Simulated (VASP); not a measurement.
# Lu (P6_3/mmc) in VASP: single point with LDA

Aim: the single point of Lu with LDA.

Program: VASP 6.6.1. These are calculated values, not measurements. Logs are shortened: lines on timing, memory, paths and dates and some standing lists are left out, and cuts for length are marked.

## Step 1: The cell of the first run

It takes space group P6_3/mmc (No. 194, hexagonal). Conventional cell: a = 3.383 Å, b = 3.383 Å, c = 5.237 Å, α = 90.00°, β = 90.00°, γ = 120.00°. Lu (site symmetry -6m2) has 12 Lu at 3.27 to 3.38 Å within 4.3 Å.

## Step 2: Single point, LDA

Contents of POSCAR:

```
Lu
1.0
    3.3832252337      0.0000000000      0.0000000000
   -1.6916126168      2.9299589991      0.0000000000
    0.0000000000      0.0000000000      5.2368650330
Lu
2
Direct
    0.3333333333      0.6666666667      0.7500000000
    0.6666666667      0.3333333333      0.2500000000
```

Contents of INCAR.step1:

```
ALGO     = Normal         # electronic algorithm
EDIFF    = 1E-6           # SCF threshold, eV
ENCUT    = 520            # plane-wave cutoff, eV
GGA      = CA             # functional
ISIF     = 2              # what is computed and relaxed
ISMEAR   = 0              # smearing method
LASPH    = True           # aspherical terms in the spheres
LCHARG   = True           # write CHGCAR
LREAL    = False          # projectors in reciprocal space
LWAVE    = False          # write WAVECAR
NBANDS   = 32             # bands
NELM     = 60             # most SCF steps
PREC     = Accurate       # precision mode
SIGMA    = 0.05           # smearing width, eV
```

Contents of KPOINTS.step1:

```
k-points
0
Gamma
  14 14 8
```

Contents of INCAR.step2:

```
ALGO     = Normal         # electronic algorithm
EDIFF    = 1E-6           # SCF threshold, eV
ENCUT    = 520            # plane-wave cutoff, eV
GGA      = CA             # functional
ICHARG   = 11             # starting density
ISIF     = 2              # what is computed and relaxed
ISMEAR   = -5             # smearing method
LASPH    = True           # aspherical terms in the spheres
LCHARG   = False          # write CHGCAR
LORBIT   = 11             # projections on sites
LREAL    = False          # projectors in reciprocal space
LWAVE    = False          # write WAVECAR
NBANDS   = 32             # bands
NEDOS    = 1001           # points of the DOS
NELM     = 60             # most SCF steps
PREC     = Accurate       # precision mode
SIGMA    = 0.05           # smearing width, eV
```

Contents of KPOINTS.step2:

```
k-points
0
Gamma
  21 21 12
```

Potentials or basis: VASP PAW PBE potentials, release 64 (Lu).

Command:

```
> cat potpaw_PBE.64/Lu/POTCAR > POTCAR
> cp INCAR.step1 INCAR
> cp KPOINTS.step1 KPOINTS
> mpirun -np 1 vasp_std > vasp.out
> cp INCAR.step2 INCAR
> cp KPOINTS.step2 KPOINTS
> mpirun -np 1 vasp_std > vasp.out
```

OUTCAR:

```text
EDIFF = 1E-6
   ENCUT = 520
   GGA = CA
   ICHARG = 11
   ISIF = 2
   ISMEAR = -5
   LASPH = True
   LORBIT = 11
   LREAL = False
   NELM = 60
   PREC = Accurate

 ion  position               nearest neighbor table
   1  0.333  0.667  0.750-   2 3.27   2 3.27   2 3.27   2 3.27   2 3.27   2 3.27
   2  0.667  0.333  0.250-   1 3.27   1 3.27   1 3.27   1 3.27   1 3.27   1 3.27

  LATTYP: Found a hexagonal cell.
 ALAT       =     3.3832252337
 C/A-ratio  =     1.5478913378

  Lattice vectors:

 A1 = (   3.3832252337,   0.0000000000,   0.0000000000)
 A2 = (  -1.6916126168,   2.9299589991,   0.0000000000)
 A3 = (   0.0000000000,   0.0000000000,   5.2368650330)

Analysis of symmetry for initial positions (statically):
=====================================================================
 Subroutine PRICEL returns:
 Original cell was already a primitive cell.

 Routine SETGRP: Setting up the symmetry group for a
 hexagonal supercell.

 Subroutine GETGRP returns: Found 24 space group operations
 (whereof 12 operations were pure point group operations)
 out of a pool of 24 trial point group operations.

The static configuration has the point symmetry D_3d.
 The point group associated with its full space group is D_6h.

Analysis of symmetry for dynamics (positions and initial velocities):
=====================================================================
 Subroutine PRICEL returns:
 Original cell was already a primitive cell.

 Routine SETGRP: Setting up the symmetry group for a
 hexagonal supercell.

 Subroutine GETGRP returns: Found 24 space group operations
 (whereof 12 operations were pure point group operations)
 out of a pool of 24 trial point group operations.

The dynamic configuration has the point symmetry D_3d.
 The point group associated with its full space group is D_6h.

 Subroutine INISYM returns: Found 24 space group operations
 (whereof 12 operations are pure point group operations),
 and found     1 'primitive' translations

----------------------------------------------------------------------------------------

                                     Primitive cell

  volume of cell :      51.9115

  direct lattice vectors                    reciprocal lattice vectors
     3.383225234  0.000000000  0.000000000     0.295575946  0.170650852  0.000000000
    -1.691612617  2.929958999  0.000000000     0.000000000  0.341301704  0.000000000
     0.000000000  0.000000000  5.236865033     0.000000000  0.000000000  0.190953938

  length of vectors
     3.383225234  3.383225234  5.236865033     0.341301704  0.341301704  0.190953938

  position of ions in fractional coordinates (direct lattice)
     0.333333333  0.666666667  0.750000000
     0.666666667  0.333333333  0.250000000

  ion indices of the primitive-cell ions
   primitive index   ion index
                 1           1
                 2           2

----------------------------------------------------------------------------------------

 KPOINTS: k-points

Automatic generation of k-mesh.
 Grid dimensions read from file:
 generate k-points for:   21   21   12

 Generating k-lattice:

  Cartesian coordinates                     Fractional coordinates (reciprocal lattice)
     0.014075045  0.008126231  0.000000000     0.047619048  0.000000000  0.000000000
     0.000000000  0.016252462  0.000000000     0.000000000  0.047619048  0.000000000
     0.000000000  0.000000000  0.015912828     0.000000000  0.000000000  0.083333333

  Length of vectors
     0.016252462  0.016252462  0.015912828

  Shift w.r.t. Gamma in fractional coordinates (k-lattice)
     0.000000000  0.000000000  0.000000000

 TETIRR: Found   5376 inequivalent tetrahedra from    31752

 Subroutine IBZKPT returns following result:
 ===========================================

 Found    336 irreducible k-points:

 Following reciprocal coordinates:
            Coordinates               Weight
  0.000000  0.000000  0.000000      1.000000
  0.047619 -0.000000  0.000000      6.000000
  0.095238 -0.000000  0.000000      6.000000
  0.142857 -0.000000  0.000000      6.000000
  0.190476 -0.000000  0.000000      6.000000
  0.238095  0.000000  0.000000      6.000000
[... 16 lines left out ...]
  0.142857  0.095238  0.000000     12.000000
  0.190476  0.095238  0.000000     12.000000
 [... further k-points ...]
   k-points           NKPTS =    336   k-points in BZ     NKDIM =    336   number of bands    NBANDS=     32
   number of dos      NEDOS =   1001   number of ions     NIONS =      2
   total plane-waves  NPLWV =  31360
   dimension x,y,z NGX =    28 NGY =   28 NGZ =   40
   dimension x,y,z NGXF=    56 NGYF=   56 NGZF=   80
   ions per type =               2
   NGX,Y,Z   is equivalent  to a cutoff of  13.76, 13.76, 12.70 a.u.
   NGXF,Y,Z  is equivalent  to a cutoff of  27.52, 27.52, 25.40 a.u.
 SYSTEM =  unknown system
   PREC   = accura    normal or accurate (medium, high low for compatibility)
   ISTART =      0    job   : 0-new  1-cont  2-samecut
   ICHARG =     11    charge: 1-file 2-atom 10-const
   ISPIN  =      1    spin polarized calculation?
   LNONCOLLINEAR =      F non collinear calculations
   LSORBIT =      F    spin-orbit coupling
   LASPH  =      T    aspherical Exc in radial PAW
   ENCUT  =  520.0 eV  38.22 Ry    6.18 a.u.   6.29  6.29  9.74*2*pi/ulx,y,z
   NELM   =     60;   NELMIN=  2; NELMDL=  0     # of ELM steps
   EDIFF  = 0.1E-05   stopping-criterion for ELM
   LREAL  =      F    real-space projection
   EDIFFG = 0.1E-04   stopping-criterion for IOM
   NSW    =      0    number of steps for IOM
   IBRION =     -1    ionic relax: 0-MD 1-quasi-New 2-CG
   NFREE  =      0    steps in history (QN), initial steepest desc. (CG)
   ISIF   =      2    stress and relaxation
   ISYM   =      2    0-nonsym 1-usesym 2-fastsym
   POTIM  = 0.5000    time-step for ionic-motion
   TEBEG  =    0.0;   TEEND  =   0.0 temperature during run
   PSTRESS=    0.0 pullay stress
   NELECT =      50.0000    total number of electrons
   NUPDOWN=      -1.0000    fix difference up-down
   EMIN   =  10.00;   EMAX   =-10.00  energy-range for DOS
   EFERMI =   0.00;   METHOD = LEGACY
   ISMEAR =    -5;   SIGMA  =   0.05  broadening in eV -4-tet -1-fermi 0-gaus
   EFERMI_NEDOS =   21; number of points for ismear=-14 and -15
   IALGO  =     38    algorithm
   IMIX   =      4    mixing-type and parameters
     AMIX     =   0.40;   BMIX     =  1.00
     AMIX_MAG =   1.60;   BMIX_MAG =  1.00
  volume/ion in A,a.u.               =      25.96       175.16
  Fermi-wavevector in a.u.,A,eV,Ry     =   1.616753  3.055219 35.564116  2.613889
  Thomas-Fermi vector in A             =   2.711288
   LORBIT       =     11    0 simple, 1 ext, 2 COOP (PROOUT), +10 PAW based schemes
   GGA     = CA    functional components
   LHFCALC =     F    Hartree Fock is set to
   AEXX    =    0.0000 exact exchange contribution
   IVDW    =     0    specifies the selected vdW correction
   LEPSILON=     F    determine dielectric tensor
   LRPA    =     F    only Hartree local field effects (RPA)
 non-spin polarized calculation
 Fermi weights with tetrahedron method with Bloechl corrections
  energy-cutoff  :      520.00
  volume of cell :       51.91
 maximum number of plane-waves:      1423
 NGX is ok and might be reduce to    28

 number of electron      49.9999981 magnetization

 Free energy of the ion-electron system (eV)
  ---------------------------------------------------
  ext. energy  EPLUGINS =         0.00000000
  ---------------------------------------------------
  free energy    TOTEN  =       -10.38617402 eV

  energy without entropy =      -10.38617402  energy(sigma->0) =      -10.38617402

 E-fermi :   2.3731     XC(G=0): -11.5607

 val. band max:        2.4020590279   @ k =   0.1429   0.1429   0.0000
 cond. band min:       2.3617628555   @ k =   0.2857   0.2857   0.5000
 fundamental gap:     -0.0402961723
 Fermi energy:         2.3731357302

 k-point     1 :       0.0000    0.0000    0.0000
  band No.  band energies     occupation
      1     -53.3013      2.00000
      2     -53.2358      2.00000
      3     -24.6102      2.00000
      4     -23.9662      2.00000
      5     -23.9662      2.00000
      6     -23.8360      2.00000
[... 24 lines left out ...]
     31       5.8959      0.00000
     32       5.8960      0.00000

 k-point     2 :       0.0476   -0.0000    0.0000
  band No.  band energies     occupation
      1     -53.3003      2.00000
      2     -53.2355      2.00000
      3     -24.6047      2.00000
      4     -23.9770      2.00000
      5     -23.9700      2.00000
      6     -23.8476      2.00000
[... 24 lines left out ...]
     31       5.8034      0.00000
     32       5.8300      0.00000

 k-point     3 :       0.0952   -0.0000    0.0000
  band No.  band energies     occupation
      1     -53.2976      2.00000
      2     -53.2347      2.00000
      3     -24.5885      2.00000
      4     -24.0084      2.00000
      5     -23.9810      2.00000
      6     -23.8810      2.00000
[... 24 lines left out ...]
     31       5.6135      0.00000
     32       5.6539      0.00000

 k-point     4 :       0.1429   -0.0000    0.0000
  band No.  band energies     occupation
      1     -53.2932      2.00000
      2     -53.2335      2.00000
      3     -24.5623      2.00000
      4     -24.0579      2.00000
      5     -23.9979      2.00000
      6     -23.9326      2.00000
[... 654 lines left out ...]
     31       5.8144      0.00000
     32       6.1785      0.00000

 k-point    23 :       0.1429    0.0952    0.0000
  band No.  band energies     occupation
      1     -53.2853      2.00000
      2     -53.2316      2.00000
      3     -24.5127      2.00000
      4     -24.1281      2.00000
      5     -24.0760      2.00000
      6     -23.9789      2.00000
[... 24 lines left out ...]
     31       6.0640      0.00000
     32       6.6043      0.00000

 k-point    24 :       0.1905    0.0952    0.0000
  band No.  band energies     occupation
      1     -53.2789      2.00000
      2     -53.2304      2.00000
      3     -24.4712      2.00000
      4     -24.1924      2.00000
      5     -24.1253      2.00000
      6     -24.0173      2.00000
[... 24 lines left out ...]
     31       6.3950      0.00000
     32       7.1014      0.00000

 [... further k-points ...]

------------------------ aborting loop because EDIFF is reached ----------------------------------------

  FORCE on cell =-STRESS in cart. coord.  units (eV):
  Direction    XX          YY          ZZ          XY          YZ          ZX
  --------------------------------------------------------------------------------------
  -------------------------------------------------------------------------------------
  Total        0.1267642      0.1267642      0.0107341      0.0000000     -0.0000000      0.0000000
  in kB        3.9124001      3.9124001      0.3312933      0.0000000     -0.0000000      0.0000000
  external PRESSURE =       2.7186978 kB  Pullay stress =       0.0000000 kB

 VOLUME and BASIS-vectors are now :
 -----------------------------------------------------------------------------
  energy-cutoff  :      520.00
  volume of cell :       51.91
      direct lattice vectors                 reciprocal lattice vectors
     3.383225234  0.000000000  0.000000000     0.295575946  0.170650852  0.000000000
    -1.691612617  2.929958999  0.000000000     0.000000000  0.341301704  0.000000000
     0.000000000  0.000000000  5.236865033     0.000000000  0.000000000  0.190953938

 POSITION                                       TOTAL-FORCE (eV/Angst)
 -----------------------------------------------------------------------------------
     -0.00000      1.95331      3.92765         0.000000     -0.000000      0.000000
      1.69161      0.97665      1.30922        -0.000000      0.000000      0.000000
 -----------------------------------------------------------------------------------
    total drift:                               -0.000000      0.000000     -0.000000

  FREE ENERGIE OF THE ION-ELECTRON SYSTEM (eV)
  ---------------------------------------------------
  free  energy   TOTEN  =       -10.3861740231 eV

  energy  without entropy=      -10.3861740231  energy(sigma->0) =      -10.38617402

 total charge

# of ion       s       p       d       f       tot
--------------------------------------------------
    1        2.380   6.051   0.930  13.953  23.313
    2        2.380   6.051   0.930  13.953  23.313
--------------------------------------------------
tot          4.760  12.101   1.859  27.906  46.627
```

Run time: 5 min. Hardware: 1 thread of Intel Xeon Platinum 8488C (Sapphire Rapids), shared host; peak memory 0.52 GiB.

Results:

```yaml
Valence_electrons_inside_the_program's_atomic_spheres: Lu 23.31
```

Caveat: the PAW data sets were made with another functional, which shifts forces and pressure a little; spin-orbit coupling is left out, which moves the levels of the heavy elements; tetrahedron occupations give inexact forces and stress in metals.
